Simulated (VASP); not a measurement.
# In26P27 (a cell with a defect) in VASP: further runs

In26P27 (a cell with a defect) is run at these levels: PBE; tasks: single point.

Program: VASP 6.6.1. These are calculated values, not measurements. Logs are shortened: lines on timing, memory, paths and dates and some standing lists are left out, and cuts for length are marked.

### Step 1. The cell of the first run

The cell holds a defect, 53 atoms: a = 12.433 Å, b = 12.433 Å, c = 12.433 Å, α = 60.00°, β = 60.00°, γ = 60.00°.

### Step 2. Single point, PBE, collinear spin

Contents of INCAR:

```
  PREC = Accurate
  ENCUT = 400
  EDIFF = 1E-6
  ISMEAR = 0
  SIGMA = 0.05
  LREAL = Auto
  LASPH = True
  NELM = 200
  ALGO = Normal
  ISIF = 2
  LWAVE = False
  LCHARG = False
  ISPIN = 2
  MAGMOM = 0 0 0 0 0 0 0 0 0 0 0 0 0 0 0 0 0 0 0 0 0 0 0 0 0 0 0.25 0.09 0.25 0.09 0.09 0 0.25 0 0 0.09 0.09 0 0.09 0 0 0 0 0 0.25 0 0 0 0 0 0 0 0
  LORBIT = 11
  GGA = PE
  NBANDS = 272
  GGA_COMPAT = False
```

Contents of KPOINTS:

```
Automatic mesh
0
Gamma
  1 1 1
```

Contents of POSCAR:

```
In26P27
1.0
    0.0000000000      8.7915000000      8.7915000000
    8.7915000000      0.0000000000      8.7915000000
    8.7915000000      8.7915000000      0.0000000000
In P
26 27
Direct
    0.0017757347      0.0016805386      0.3263981329
    0.0017861422      0.0015770922      0.6700905351
    0.0018095384      0.3263208678      0.0016700992
    0.0005471020      0.3331044397      0.3331162134
    0.0018937334      0.3262916417      0.6700844889
    0.0017144055      0.6700167169      0.0015622583
    0.0017755287      0.6700525675      0.3264541102
    0.0000213000      0.6665865883      0.6665896517
    0.3262750815      0.0017538132      0.0016477523
    0.3332568611      0.0003945212      0.3330835512
    0.3264589140      0.0017237008      0.6700056023
    0.3332609178      0.3331143009      0.0003582625
    0.3332737814      0.3331353895      0.3330787612
    0.3328320631      0.3326841568      0.6671558659
    0.3264315460      0.6701172912      0.0016083650
    0.3328454393      0.6671956483      0.3326222858
    0.3328589852      0.6671970170      0.6671674404
    0.6701141766      0.0015570253      0.0015476711
    0.6702226780      0.0016072635      0.3264897353
    0.6666801599     -0.0001099296      0.6666447835
    0.6702088289      0.3264450474      0.0016140093
    0.6673423889      0.3326937321      0.3326313420
    0.6673484896      0.3327093617      0.6671751267
    0.6666377290      0.6666345469     -0.0001305088
    0.6673514479      0.6672041762      0.3326660383
    0.6667207260      0.6665789192      0.6666495590
    0.0773151354      0.0773815204      0.0774304921
    0.0829634774      0.0828027420      0.4170988501
    0.0775382787      0.0773322748      0.7675423467
    0.0829652810      0.4170339008      0.0828054401
    0.0829743759      0.4170465188      0.4170749334
    0.0827624838      0.4162245253      0.7504648146
    0.0774955196      0.7672232059      0.0774993109
    0.0827583020      0.7504962470      0.4162106932
    0.0827574191      0.7504331743      0.7503932583
    0.4171149441      0.0828063227      0.0827642596
    0.4172313730      0.0828279541      0.4169995200
    0.4163258593      0.0826058793      0.7504710719
    0.4172021331      0.4171075747      0.0827531286
    0.4167610696      0.4166127703      0.4165412735
    0.4167792903      0.4166005722      0.7499294643
    0.4162685063      0.7505704989      0.0825147727
    0.4167698340      0.7499722160      0.4165481784
    0.4163691393      0.7505178134      0.7504310985
    0.7671120911      0.0774997074      0.0775608908
    0.7506155344      0.0826054213      0.4162707340
    0.7506252935      0.0825891636      0.7503938420
    0.7506196207      0.4162734505      0.0825401975
    0.7501340324      0.4166066462      0.4165631436
    0.7507072633      0.4162054789      0.7504324592
    0.7505531475      0.7504237499      0.0825470833
    0.7506266651      0.7504409790      0.4162675717
    0.7500666337      0.7499424577      0.7499148751
```

Potentials or basis: VASP PAW PBE potentials, release 64 (In_d, P).

Started as:

```bash
cat potpaw_PBE.64/In_d/POTCAR potpaw_PBE.64/P/POTCAR > POTCAR
mpirun -np 1 vasp_gam > vasp.out
```

OUTCAR:

```text
PREC = Accurate
   ENCUT = 400
   EDIFF = 1E-6
   ISMEAR = 0
   LREAL = Auto
   LASPH = True
   NELM = 200
   ISIF = 2
   ISPIN = 2
   LORBIT = 11
   GGA = PE

 ion  position               nearest neighbor table
   1  0.002  0.002  0.326-  27 2.53  46 2.55  34 2.55  28 2.57
   2  0.002  0.002  0.670-  29 2.53  35 2.55  47 2.55  28 2.57
   3  0.002  0.326  0.002-  27 2.53  48 2.55  32 2.55  30 2.57
   4  0.001  0.333  0.333-  28 2.54  30 2.54  31 2.54  49 2.54
   5  0.002  0.326  0.670-  29 2.53  32 2.55  50 2.55  31 2.57
   6  0.002  0.670  0.002-  33 2.53  51 2.55  35 2.55  30 2.57
[... 33 lines left out ...]
  40  0.417  0.417  0.417-  13 2.54  22 2.54  16 2.54  14 2.54
  41  0.417  0.417  0.750-  12 2.54  23 2.54  17 2.54  14 2.54
  42  0.416  0.751  0.083-  16 2.54  24 2.54   9 2.55  15 2.55
  43  0.417  0.750  0.417-  10 2.54  25 2.54  17 2.54  16 2.54
  44  0.416  0.751  0.750-  17 2.54  26 2.54  15 2.55  11 2.55
  45  0.767  0.077  0.078-  19 2.53  21 2.53  18 2.53
  46  0.751  0.083  0.416-  22 2.54  20 2.54   1 2.55  19 2.55
  47  0.751  0.083  0.750-  23 2.54  20 2.54  18 2.55   2 2.55
  48  0.751  0.416  0.083-  22 2.54  24 2.54  21 2.55   3 2.55
  49  0.750  0.417  0.417-   4 2.54  25 2.54  23 2.54  22 2.54
  50  0.751  0.416  0.750-  23 2.54  26 2.54  21 2.55   5 2.55
  51  0.751  0.750  0.083-  25 2.54  24 2.54  18 2.55   6 2.55
  52  0.751  0.750  0.416-  25 2.54  26 2.54   7 2.55  19 2.55
  53  0.750  0.750  0.750-  20 2.54  24 2.54   8 2.54  26 2.54

  LATTYP: Found a face centered cubic cell.
 ALAT       =    17.5830000000

  Lattice vectors:

 A1 = (   0.0000000000,   8.7915000000,   8.7915000000)
 A2 = (   8.7915000000,   0.0000000000,   8.7915000000)
 A3 = (   8.7915000000,   8.7915000000,   0.0000000000)

Analysis of symmetry for initial positions (statically):
=====================================================================
 Subroutine PRICEL returns:
 Original cell was already a primitive cell.

 Routine SETGRP: Setting up the symmetry group for a
 face centered cubic supercell.

 Subroutine GETGRP returns: Found  1 space group operations
 (whereof  1 operations were pure point group operations)
 out of a pool of 48 trial point group operations.

The static configuration has the point symmetry C_1 .

Analysis of symmetry for dynamics (positions and initial velocities):
=====================================================================
 Subroutine PRICEL returns:
 Original cell was already a primitive cell.

 Routine SETGRP: Setting up the symmetry group for a
 face centered cubic supercell.

 Subroutine GETGRP returns: Found  1 space group operations
 (whereof  1 operations were pure point group operations)
 out of a pool of 48 trial point group operations.

The dynamic configuration has the point symmetry C_1 .

Analysis of structural, dynamic, and magnetic symmetry:
=====================================================================
 Subroutine PRICEL returns:
 Original cell was already a primitive cell.

 Routine SETGRP: Setting up the symmetry group for a
 face centered cubic supercell.

 Subroutine GETGRP returns: Found  1 space group operations
 (whereof  1 operations were pure point group operations)
 out of a pool of 48 trial point group operations.

The overall configuration has the point symmetry C_1 .

 Subroutine INISYM returns: Found  1 space group operations
 (whereof  1 operations are pure point group operations),
 and found     1 'primitive' translations

----------------------------------------------------------------------------------------

                                     Primitive cell

  volume of cell :    1358.9984

  direct lattice vectors                    reciprocal lattice vectors
     0.000000000  8.791500000  8.791500000    -0.056873116  0.056873116  0.056873116
     8.791500000  0.000000000  8.791500000     0.056873116 -0.056873116  0.056873116
     8.791500000  8.791500000  0.000000000     0.056873116  0.056873116 -0.056873116

  length of vectors
    12.433058534 12.433058534 12.433058534     0.098507127  0.098507127  0.098507127

  position of ions in fractional coordinates (direct lattice)
     0.001775735  0.001680539  0.326398133
     0.001786142  0.001577092  0.670090535
     0.001809538  0.326320868  0.001670099
     0.000547102  0.333104440  0.333116213
     0.001893733  0.326291642  0.670084489
[... 148 lines left out ...]
   LSORBIT =      F    spin-orbit coupling
   LASPH  =      T    aspherical Exc in radial PAW
   ENCUT  =  400.0 eV  29.40 Ry    5.42 a.u.  20.28 20.28 20.28*2*pi/ulx,y,z
   NELM   =    200;   NELMIN=  2; NELMDL= -5     # of ELM steps
   EDIFF  = 0.1E-05   stopping-criterion for ELM
   LREAL  =      T    real-space projection
   EDIFFG = 0.1E-04   stopping-criterion for IOM
   NSW    =      0    number of steps for IOM
   IBRION =     -1    ionic relax: 0-MD 1-quasi-New 2-CG
   NFREE  =      0    steps in history (QN), initial steepest desc. (CG)
   ISIF   =      2    stress and relaxation
   ISYM   =      2    0-nonsym 1-usesym 2-fastsym
   POTIM  = 0.5000    time-step for ionic-motion
   TEBEG  =    0.0;   TEEND  =   0.0 temperature during run
   PSTRESS=    0.0 pullay stress
   NELECT =     473.0000    total number of electrons
   NUPDOWN=      -1.0000    fix difference up-down
   EMIN   =  10.00;   EMAX   =-10.00  energy-range for DOS
   EFERMI =   0.00;   METHOD = LEGACY
   ISMEAR =     0;   SIGMA  =   0.05  broadening in eV -4-tet -1-fermi 0-gaus
   EFERMI_NEDOS =   21; number of points for ismear=-14 and -15
   IALGO  =     38    algorithm
   IMIX   =      4    mixing-type and parameters
     AMIX     =   0.40;   BMIX     =  1.00
     AMIX_MAG =   1.60;   BMIX_MAG =  1.00
  volume/ion in A,a.u.               =      25.64       173.04
  Fermi-wavevector in a.u.,A,eV,Ry     =   1.151566  2.176145 18.042749  1.326105
  Thomas-Fermi vector in A             =   2.288223
   LORBIT       =     11    0 simple, 1 ext, 2 COOP (PROOUT), +10 PAW based schemes
   GGA     = PE    functional components
   LHFCALC =     F    Hartree Fock is set to
   AEXX    =    0.0000 exact exchange contribution
   IVDW    =     0    specifies the selected vdW correction
   LEPSILON=     F    determine dielectric tensor
   LRPA    =     F    only Hartree local field effects (RPA)
 spin polarized calculation
 Gauss-broadening in eV      SIGMA  =   0.05
  energy-cutoff  :      400.00
  volume of cell :     1359.00
 maximum number of plane-waves:     12347
 NGX is ok and might be reduce to    84
   NGX = 41   NGY = 41   NGZ = 41

 number of electron     472.9999902 magnetization       2.9978800

 Free energy of the ion-electron system (eV)
  ---------------------------------------------------
  ext. energy  EPLUGINS =         0.00000000
  ---------------------------------------------------
  free energy    TOTEN  =      -210.29682177 eV

  energy without entropy =     -210.29655286  energy(sigma->0) =     -210.29668731

 E-fermi :   5.2077     XC(G=0):  -9.1406

 val. band max:        5.0879542244   @ k =   0.0000   0.0000   0.0000
 cond. band min:       5.3263197792   @ k =   0.0000   0.0000   0.0000
 fundamental gap:      0.2383655548
 Fermi energy:         5.2077053756

 spin component 1

 k-point     1 :       0.0000    0.0000    0.0000
  band No.  band energies     occupation
      1      -9.4245      1.00000
      2      -9.4244      1.00000
      3      -9.4076      1.00000
      4      -9.4076      1.00000
      5      -9.4076      1.00000
      6      -9.4074      1.00000
[... 240 lines left out ...]
    247       6.9615      0.00000
    248       7.0531      0.00000
 Fermi energy:         5.2077053756

 spin component 2

 k-point     1 :       0.0000    0.0000    0.0000
  band No.  band energies     occupation
      1      -9.4163      1.00000
      2      -9.4163      1.00000
      3      -9.4039      1.00000
      4      -9.4038      1.00000
      5      -9.4038      1.00000
      6      -9.4032      1.00000
[... 240 lines left out ...]
    247       7.0089      0.00000
    248       7.0692      0.00000
 [bands above 248 left out]

------------------------ aborting loop because EDIFF is reached ----------------------------------------

  FORCE on cell =-STRESS in cart. coord.  units (eV):
  Direction    XX          YY          ZZ          XY          YZ          ZX
  --------------------------------------------------------------------------------------
  -------------------------------------------------------------------------------------
  Total       26.8708276     26.8650741     26.8699663     -0.0386411     -0.0012745     -0.0161411
  in kB       31.6790892     31.6723063     31.6780739     -0.0455555     -0.0015025     -0.0190294
  external PRESSURE =      31.6764898 kB  Pullay stress =       0.0000000 kB

 VOLUME and BASIS-vectors are now :
 -----------------------------------------------------------------------------
  energy-cutoff  :      400.00
  volume of cell :     1359.00
      direct lattice vectors                 reciprocal lattice vectors
     0.000000000  8.791500000  8.791500000    -0.056873116  0.056873116  0.056873116
     8.791500000  0.000000000  8.791500000     0.056873116 -0.056873116  0.056873116
     8.791500000  8.791500000  0.000000000     0.056873116  0.056873116 -0.056873116

 POSITION                                       TOTAL-FORCE (eV/Angst)
 -----------------------------------------------------------------------------------
      2.88430      2.88514      0.03039        -0.003669     -0.002614      0.009013
      5.90497      5.90680      0.02957         0.003520      0.001715      0.008915
      2.88353      0.03059      2.88476        -0.002325      0.006793     -0.002327
      5.85708      2.93340      2.93330        -0.000765      0.002237      0.002499
      8.75964      5.90770      2.88524        -0.007483      0.000938     -0.003144
      5.90419      0.02881      5.90552         0.001728      0.007707      0.001497
[... 45 lines left out ...]
     10.25712     10.25875     13.19664         0.002499      0.000819     -0.006139
     13.18600     13.18709     13.18733        -0.000827     -0.000453     -0.000924
 -----------------------------------------------------------------------------------
    total drift:                               -0.003833     -0.000447     -0.000783

  FREE ENERGIE OF THE ION-ELECTRON SYSTEM (eV)
  ---------------------------------------------------
  free  energy   TOTEN  =      -210.2968217690 eV

  energy  without entropy=     -210.2965528596  energy(sigma->0) =     -210.29668731

 total charge

# of ion       s       p       d       tot
------------------------------------------
    1        0.806   0.767   9.898  11.471
    2        0.806   0.767   9.898  11.471
    3        0.806   0.767   9.898  11.471
    4        0.800   0.783   9.901  11.484
    5        0.806   0.767   9.898  11.471
    6        0.806   0.767   9.898  11.471
[... 45 lines left out ...]
   52        1.003   1.539   0.000   2.542
   53        1.002   1.545   0.000   2.547
--------------------------------------------------
tot         48.204  61.110 257.418 366.733

 magnetization (x)

# of ion       s       p       d       tot
------------------------------------------
    1       -0.004   0.005   0.008   0.009
    2       -0.004   0.005   0.008   0.009
    3       -0.004   0.005   0.008   0.009
    4       -0.002  -0.003   0.005  -0.001
    5       -0.004   0.005   0.008   0.009
    6       -0.004   0.005   0.008   0.009
[... 45 lines left out ...]
   52        0.000   0.016   0.000   0.016
   53        0.000   0.011   0.000   0.011
--------------------------------------------------
tot          0.024   1.441   0.132   1.598
```

Run time: 12 min. Hardware: 1 thread of Intel Xeon 6975P-C (Granite Rapids), shared host; peak memory 1.5 GiB.

Results:

- Free energy: -210.2968 eV
- Pressure: 3.2 GPa
- Largest force: 0.011 eV/Å
- Net moment: 3.00 μB per cell
- Site moments: In +0.01, -0.00, +0.00 (each value once); P +0.20, +0.07, +0.02, +0.01 (each value once) μB
- Valence electrons inside the program's atomic spheres: In 11.47, 11.48 (each value once); P 2.48, 2.53, 2.54, 2.55 (each value once)

Forces on the atoms (eV/Å):
```
In  -0.004 -0.003  0.009
In   0.004  0.002  0.009
In  -0.002  0.007 -0.002
In  -0.001  0.002  0.002
In  -0.007  0.001 -0.003
In   0.002  0.008  0.001
In  -0.009 -0.001  0.002
In  -0.002  0.001  0.002
In   0.008 -0.001 -0.003
In   0.000 -0.001  0.003
In   0.002 -0.006 -0.002
In   0.001  0.003  0.000
In  -0.003 -0.002  0.000
In   0.001  0.001  0.002
In   0.001  0.000 -0.007
In   0.001 -0.001  0.002
In   0.001 -0.001  0.000
In   0.010  0.001  0.002
In  -0.001 -0.008  0.001
In   0.001  0.000  0.003
In  -0.002  0.000 -0.008
In   0.001  0.002  0.001
In  -0.001  0.003  0.001
In   0.002  0.001 -0.001
In   0.000  0.000  0.002
In  -0.002  0.000  0.000
P    0.004  0.007  0.008
P   -0.001 -0.002 -0.001
P   -0.002 -0.005  0.006
P   -0.001 -0.002 -0.002
P    0.001  0.000 -0.001
P    0.003 -0.002  0.003
P   -0.002  0.005 -0.001
P    0.002  0.004 -0.004
P   -0.006 -0.001 -0.003
P   -0.001  0.000 -0.001
P    0.002  0.002 -0.002
P   -0.003  0.000  0.004
P    0.000  0.000  0.001
P    0.001  0.001 -0.001
P   -0.001 -0.002 -0.001
P   -0.003  0.005  0.000
P    0.000  0.000 -0.002
P   -0.005  0.001  0.001
P    0.002 -0.002  0.000
P    0.004  0.001 -0.004
P   -0.001 -0.007 -0.003
P    0.004 -0.002  0.001
P    0.000 -0.002 -0.002
P    0.002 -0.006  0.001
P   -0.002 -0.001 -0.006
P    0.002  0.001 -0.006
P   -0.001  0.000 -0.001
```

Caveat: the k points lie up to 0.62 Å⁻¹ apart; spin-orbit coupling is left out, which moves the levels of the heavy elements.

(Continued in part 2 of 2.)
